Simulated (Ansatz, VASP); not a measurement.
Two plane-wave programs on Os

```
Os
1.0
     2.71575    0.00000    0.00000
    -1.35787    2.35191    0.00000
     0.00000    0.00000    4.29071
Os
2
Cartesian
  0.0000 1.5679 1.0727
  1.3579 0.7840 3.2180
```

Change from the starting cell: volume scaled by 0.98, PAW files.

Alike in both runs: task electric field gradients; functional PBEsol; k mesh 17 × 17 × 10; occupations fermi-dirac, width 0.08 eV; no spin polarisation.

|  | VASP | Ansatz |
| --- | --- | --- |
| version | VASP 6.6.1 | Ansatz 0.2.0 |
| potentials or method | VASP PAW PBE potentials, release 64 (Os) | PAW with Ansatz's default frozen-core files, scalar-relativistic |
| plane-wave cutoff (eV) | 520 | 420 |
| valence electrons in the cell | 16 | 32 |

VASP gave:

```
pressure (GPa)                                                : 6.9
traceless stress, the component that is largest in VASP (GPa) : -0.05
size of Vzz on the site where it differs most (V/Å²)          : 83.2
```

**Question.** Estimate Ansatz's values.

**Answer.** Pressure (GPa): 6.2; traceless stress, the component that is largest in VASP (GPa): 0.01; size of Vzz on the site where it differs most (V/Å²): 62.9.

VASP's potentials were made for PBE, not for PBEsol. The functional is the same, so the differences come from potentials, cutoffs and numerics. VASP's potentials hold 16 valence electrons a cell and Ansatz's 32, so a difference there can come from the potentials and not from the codes.

Spin-orbit coupling is off throughout.
